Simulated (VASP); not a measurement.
# Te (P2_12_12) in VASP: a series of runs

The runs below take Te through single point, with PBE.

Everything below comes from runs of VASP 6.6.1. Logs are shortened: lines on timing, memory, paths and dates and some standing lists are left out, and cuts for length are marked.

## (1) The cell of the first run

It takes space group P2_12_12 (No. 18, orthorhombic). The conventional cell has a = 5.543 Å, b = 8.479 Å, c = 3.121 Å, α = 90.00°, β = 90.00°, γ = 90.00°. Within 3.7 Å of Te (site symmetry 1) lie 3 Te at 2.77 to 3.12 Å.

## (2) Single point, PBE

Contents of INCAR:

```
ALGO     = Normal         # electronic algorithm
EDIFF    = 1E-6           # SCF threshold, eV
ENCUT    = 520            # plane-wave cutoff, eV
GGA      = PE             # functional
ISIF     = 2              # what is computed and relaxed
ISMEAR   = -1             # smearing method
LASPH    = T              # aspherical terms in the spheres
LCHARG   = F              # write CHGCAR
LREAL    = F              # projectors in reciprocal space
LWAVE    = F              # write WAVECAR
NBANDS   = 20             # bands
NELM     = 100            # most SCF steps
PREC     = Accurate       # precision mode
SIGMA    = 0.05           # smearing width, eV
```

Contents of KPOINTS:

```
k-points
0
Gamma
  5 4 9
```

Contents of POSCAR:

```
Te
1.0
    5.5430314031      0.0000000000      0.0000000000
    0.0000000000      8.4794753424      0.0000000000
    0.0000000000      0.0000000000      3.1208532087
Te
4
Direct
    0.3107647500      0.3930730700      0.7638832400
    0.1892352500      0.8930730700      0.2361167600
    0.6892352500      0.6069269300      0.7638832400
    0.8107647500      0.1069269300      0.2361167600
```

Potentials or basis: VASP PAW PBE potentials, release 64 (Te).

On the command line:

```sh
> cat potpaw_PBE.64/Te/POTCAR > POTCAR
> mpirun -np 1 vasp_std > vasp.out
```

OUTCAR:

```text
EDIFF = 1E-6
   ENCUT = 520
   GGA = PE
   ISIF = 2
   ISMEAR = -1
   LASPH = T
   LREAL = F
   NELM = 100
   PREC = Accurate

 ion  position               nearest neighbor table
   1  0.311  0.393  0.764-   3 2.77
   2  0.189  0.893  0.236-   4 2.77
   3  0.689  0.607  0.764-   1 2.77
   4  0.811  0.107  0.236-   2 2.77

  LATTYP: Found a simple orthorhombic cell.
 ALAT       =     3.1208532087
 B/A-ratio  =     1.7761269218
 C/A-ratio  =     2.7170375456

  Lattice vectors:

 A1 = (   0.0000000000,   0.0000000000,   3.1208532087)
 A2 = (   5.5430314031,   0.0000000000,   0.0000000000)
 A3 = (   0.0000000000,   8.4794753424,   0.0000000000)

Analysis of symmetry for initial positions (statically):
=====================================================================
 Subroutine PRICEL returns:
 Original cell was already a primitive cell.

 Routine SETGRP: Setting up the symmetry group for a
 simple orthorhombic supercell.

 Subroutine GETGRP returns: Found  4 space group operations
 (whereof  2 operations were pure point group operations)
 out of a pool of  8 trial point group operations.

The static configuration has the point symmetry C_2 .
 The point group associated with its full space group is D_2 .

Analysis of symmetry for dynamics (positions and initial velocities):
=====================================================================
 Subroutine PRICEL returns:
 Original cell was already a primitive cell.

 Routine SETGRP: Setting up the symmetry group for a
 simple orthorhombic supercell.

 Subroutine GETGRP returns: Found  4 space group operations
 (whereof  2 operations were pure point group operations)
 out of a pool of  8 trial point group operations.

The dynamic configuration has the point symmetry C_2 .
 The point group associated with its full space group is D_2 .

 Subroutine INISYM returns: Found  4 space group operations
 (whereof  2 operations are pure point group operations),
 and found     1 'primitive' translations

----------------------------------------------------------------------------------------

                                     Primitive cell

  volume of cell :     146.6863

  direct lattice vectors                    reciprocal lattice vectors
     5.543031403  0.000000000  0.000000000     0.180406699  0.000000000  0.000000000
     0.000000000  8.479475342  0.000000000     0.000000000  0.117931825  0.000000000
     0.000000000  0.000000000  3.120853209     0.000000000  0.000000000  0.320425196

  length of vectors
     5.543031403  8.479475342  3.120853209     0.180406699  0.117931825  0.320425196

  position of ions in fractional coordinates (direct lattice)
     0.310764750  0.393073070  0.763883240
     0.189235250  0.893073070  0.236116760
     0.689235250  0.606926930  0.763883240
     0.810764750  0.106926930  0.236116760

  ion indices of the primitive-cell ions
   primitive index   ion index
                 1           1
                 2           2
                 3           3
                 4           4

----------------------------------------------------------------------------------------

 KPOINTS: k-points

Automatic generation of k-mesh.
 Grid dimensions read from file:
 generate k-points for:    5    4    9

 Generating k-lattice:

  Cartesian coordinates                     Fractional coordinates (reciprocal lattice)
     0.036081340  0.000000000  0.000000000     0.200000000  0.000000000  0.000000000
     0.000000000  0.029482956  0.000000000     0.000000000  0.250000000  0.000000000
     0.000000000  0.000000000  0.035602800     0.000000000  0.000000000  0.111111111

  Length of vectors
     0.036081340  0.029482956  0.035602800

  Shift w.r.t. Gamma in fractional coordinates (k-lattice)
     0.000000000  0.000000000  0.000000000

 Subroutine IBZKPT returns following result:
 ===========================================

 Found     45 irreducible k-points:

 Following reciprocal coordinates:
            Coordinates               Weight
  0.000000  0.000000  0.000000      1.000000
  0.200000  0.000000  0.000000      2.000000
  0.400000  0.000000  0.000000      2.000000
  0.000000  0.250000  0.000000      2.000000
  0.200000  0.250000  0.000000      4.000000
  0.400000  0.250000  0.000000      4.000000
[... 16 lines left out ...]
  0.200000  0.250000  0.222222      8.000000
  0.400000  0.250000  0.222222      8.000000
 [... further k-points ...]
   k-points           NKPTS =     45   k-points in BZ     NKDIM =     45   number of bands    NBANDS=     20
   number of dos      NEDOS =    301   number of ions     NIONS =      4
   total plane-waves  NPLWV =  64512
   dimension x,y,z NGX =    42 NGY =   64 NGZ =   24
   dimension x,y,z NGXF=    84 NGYF=  128 NGZF=   48
   ions per type =               4
   NGX,Y,Z   is equivalent  to a cutoff of  12.60, 12.55, 12.78 a.u.
   NGXF,Y,Z  is equivalent  to a cutoff of  25.19, 25.10, 25.57 a.u.
 SYSTEM =  unknown system
   PREC   = accura    normal or accurate (medium, high low for compatibility)
   ISTART =      0    job   : 0-new  1-cont  2-samecut
   ICHARG =      2    charge: 1-file 2-atom 10-const
   ISPIN  =      1    spin polarized calculation?
   LNONCOLLINEAR =      F non collinear calculations
   LSORBIT =      F    spin-orbit coupling
   LASPH  =      T    aspherical Exc in radial PAW
   ENCUT  =  520.0 eV  38.22 Ry    6.18 a.u.  10.31 15.77  5.80*2*pi/ulx,y,z
   NELM   =    100;   NELMIN=  2; NELMDL= -5     # of ELM steps
   EDIFF  = 0.1E-05   stopping-criterion for ELM
   LREAL  =      F    real-space projection
   EDIFFG = 0.1E-04   stopping-criterion for IOM
   NSW    =      0    number of steps for IOM
   IBRION =     -1    ionic relax: 0-MD 1-quasi-New 2-CG
   NFREE  =      0    steps in history (QN), initial steepest desc. (CG)
   ISIF   =      2    stress and relaxation
   ISYM   =      2    0-nonsym 1-usesym 2-fastsym
   POTIM  = 0.5000    time-step for ionic-motion
   TEBEG  =    0.0;   TEEND  =   0.0 temperature during run
   PSTRESS=    0.0 pullay stress
   NELECT =      24.0000    total number of electrons
   NUPDOWN=      -1.0000    fix difference up-down
   EMIN   =  10.00;   EMAX   =-10.00  energy-range for DOS
   EFERMI =   0.00;   METHOD = LEGACY
   ISMEAR =    -1;   SIGMA  =   0.05  broadening in eV -4-tet -1-fermi 0-gaus
   EFERMI_NEDOS =   21; number of points for ismear=-14 and -15
   IALGO  =     38    algorithm
   IMIX   =      4    mixing-type and parameters
     AMIX     =   0.40;   BMIX     =  1.00
     AMIX_MAG =   1.60;   BMIX_MAG =  1.00
  volume/ion in A,a.u.               =      36.67       247.47
  Fermi-wavevector in a.u.,A,eV,Ry     =   0.895396  1.692054 10.908264  0.801735
  Thomas-Fermi vector in A             =   2.017723
   LORBIT       =      0    0 simple, 1 ext, 2 COOP (PROOUT), +10 PAW based schemes
   GGA     = PE    functional components
   LHFCALC =     F    Hartree Fock is set to
   AEXX    =    0.0000 exact exchange contribution
   IVDW    =     0    specifies the selected vdW correction
   LEPSILON=     F    determine dielectric tensor
   LRPA    =     F    only Hartree local field effects (RPA)
 non-spin polarized calculation
  energy-cutoff  :      520.00
  volume of cell :      146.69
 maximum number of plane-waves:      3976
 NGX is ok and might be reduce to    42
   NGX = 21   NGY = 31   NGZ = 11

 number of electron      24.0000000 magnetization

 Free energy of the ion-electron system (eV)
  ---------------------------------------------------
  ext. energy  EPLUGINS =         0.00000000
  ---------------------------------------------------
  free energy    TOTEN  =       -12.04349525 eV

  energy without entropy =      -12.01582819  energy(sigma->0) =      -12.02966172

 E-fermi :   5.0176     XC(G=0):  -8.7323

 val. band max:        5.0108762118   @ k =   0.2000   0.0000   0.4444
 cond. band min:       5.0182052869   @ k =   0.2000   0.2500   0.4444
 fundamental gap:      0.0073290751
 Fermi energy:         5.0176352537

 k-point     1 :       0.0000    0.0000    0.0000
  band No.  band energies     occupation
      1      -8.3257      2.00000
      2      -7.7705      2.00000
      3      -6.1452      2.00000
      4      -5.5525      2.00000
      5       0.3966      2.00000
      6       0.7313      2.00000
[... 12 lines left out ...]
     19      10.7375      0.00000
     20      12.0434      0.00000

 k-point     2 :       0.2000    0.0000    0.0000
  band No.  band energies     occupation
      1      -8.2363      2.00000
      2      -7.7679      2.00000
      3      -6.1536      2.00000
      4      -5.7247      2.00000
      5       0.2562      2.00000
      6       0.5344      2.00000
[... 12 lines left out ...]
     19      11.5046      0.00000
     20      12.0959      0.00000

 k-point     3 :       0.4000    0.0000    0.0000
  band No.  band energies     occupation
      1      -8.0189      2.00000
      2      -7.8255      2.00000
      3      -6.1489      2.00000
      4      -6.0173      2.00000
      5      -0.0617      2.00000
      6       0.1568      2.00000
[... 12 lines left out ...]
     19      11.2216      0.00000
     20      11.3704      0.00000

 k-point     4 :       0.0000    0.2500    0.0000
  band No.  band energies     occupation
      1      -8.2624      2.00000
      2      -7.8782      2.00000
      3      -6.0271      2.00000
      4      -5.6163      2.00000
      5       0.3306      2.00000
      6       0.5527      2.00000
[... 12 lines left out ...]
     19      11.1640      0.00000
     20      12.0925      0.00000

 k-point     5 :       0.2000    0.2500    0.0000
  band No.  band energies     occupation
      1      -8.1803      2.00000
      2      -7.8538      2.00000
      3      -6.0716      2.00000
      4      -5.7728      2.00000
      5       0.1917      2.00000
      6       0.5668      2.00000
[... 12 lines left out ...]
     19      11.8890      0.00000
     20      12.1958      0.00000

 k-point     6 :       0.4000    0.2500    0.0000
  band No.  band energies     occupation
      1      -7.9905      2.00000
      2      -7.8534      2.00000
      3      -6.1365      2.00000
      4      -6.0422      2.00000
      5       0.0765      2.00000
      6       0.4158      2.00000
[... 12 lines left out ...]
     19      11.2344      0.00000
     20      11.9305      0.00000

 k-point     7 :       0.0000    0.5000    0.0000
  band No.  band energies     occupation
      1      -8.0905      2.00000
      2      -8.0905      2.00000
      3      -5.7966      2.00000
      4      -5.7966      2.00000
      5       0.3408      2.00000
      6       0.3408      2.00000
[... 12 lines left out ...]
     19      12.0321      0.00000
     20      12.0321      0.00000
[... 277 lines left out ...]
 k-point    20 :       0.2000    0.0000    0.2222
  band No.  band energies     occupation
      1      -7.6057      2.00000
      2      -7.1736      2.00000
      3      -5.4983      2.00000
      4      -5.0969      2.00000
      5       0.8250      2.00000
      6       1.1232      2.00000
[... 12 lines left out ...]
     19      11.8200      0.00000
     20      12.1486      0.00000

 k-point    21 :       0.4000    0.0000    0.2222
  band No.  band energies     occupation
      1      -7.3982      2.00000
      2      -7.2199      2.00000
      3      -5.5038      2.00000
      4      -5.3806      2.00000
      5       0.5589      2.00000
      6       0.7899      2.00000
[... 12 lines left out ...]
     19      11.5959      0.00000
     20      11.8044      0.00000

 k-point    22 :       0.0000    0.2500    0.2222
  band No.  band energies     occupation
      1      -7.6324      2.00000
      2      -7.2766      2.00000
      3      -5.3777      2.00000
      4      -4.9921      2.00000
      5       0.9264      2.00000
      6       1.0766      2.00000
[... 12 lines left out ...]
     19      11.4094      0.00000
     20      12.2018      0.00000

 k-point    23 :       0.2000    0.2500    0.2222
  band No.  band energies     occupation
      1      -7.5532      2.00000
      2      -7.2513      2.00000
      3      -5.4235      2.00000
      4      -5.1432      2.00000
      5       0.7830      2.00000
      6       1.1207      2.00000
[... 12 lines left out ...]
     19      11.8635      0.00000
     20      12.4504      0.00000

 k-point    24 :       0.4000    0.2500    0.2222
  band No.  band energies     occupation
      1      -7.3721      2.00000
      2      -7.2457      2.00000
      3      -5.4917      2.00000
      4      -5.4036      2.00000
      5       0.6889      2.00000
      6       1.0111      2.00000
[... 12 lines left out ...]
     19      11.5905      0.00000
     20      12.0158      0.00000

 [... further k-points ...]
[... 5 lines left out ...]
  --------------------------------------------------------------------------------------
  -------------------------------------------------------------------------------------
  Total       -0.8401759     -0.0073268     -1.0149438      0.0000000      0.0000000      0.0000000
  in kB       -9.1767977     -0.0800271    -11.0856950      0.0000000      0.0000000      0.0000000
  external PRESSURE =      -6.7808400 kB  Pullay stress =       0.0000000 kB

 VOLUME and BASIS-vectors are now :
 -----------------------------------------------------------------------------
  energy-cutoff  :      520.00
  volume of cell :      146.69
      direct lattice vectors                 reciprocal lattice vectors
     5.543031403  0.000000000  0.000000000     0.180406699  0.000000000  0.000000000
     0.000000000  8.479475342  0.000000000     0.000000000  0.117931825  0.000000000
     0.000000000  0.000000000  3.120853209     0.000000000  0.000000000  0.320425196

 POSITION                                       TOTAL-FORCE (eV/Angst)
 -----------------------------------------------------------------------------------
      1.72258      3.33305      2.38397        -0.087879     -0.104400      0.005071
      1.04894      7.57279      0.73689         0.087879     -0.104400     -0.005071
      3.82045      5.14642      2.38397         0.087879      0.104400      0.005071
      4.49409      0.90668      0.73689        -0.087879      0.104400     -0.005071
 -----------------------------------------------------------------------------------
    total drift:                               -0.000000     -0.000000     -0.000000

  FREE ENERGIE OF THE ION-ELECTRON SYSTEM (eV)
  ---------------------------------------------------
  free  energy   TOTEN  =       -12.0434952473 eV

  energy  without entropy=      -12.0158281937  energy(sigma->0) =      -12.02966172
```

It took 63 s on 1 thread of Intel Xeon Platinum 8375C at 2.90GHz (Ice Lake), shared host; peak memory 0.28 GiB.

Results:

| Item | Value |
| --- | --- |
| Free energy | -12.0435 eV |
| Pressure | -0.7 GPa |
| Largest force | 0.137 eV/Å |
| Band gap on the k mesh | zero (band 12 reaches 6.46 eV, above the bottom of band 13 at 3.77 eV) |

Forces on the atoms (eV/Å):
```
Te  -0.088 -0.104  0.005
Te   0.088 -0.104 -0.005
Te   0.088  0.104  0.005
Te  -0.088  0.104 -0.005
```

Caveat: spin-orbit coupling is left out, which moves the levels of the heavy elements.

(Part 1 of 3 ends here.)
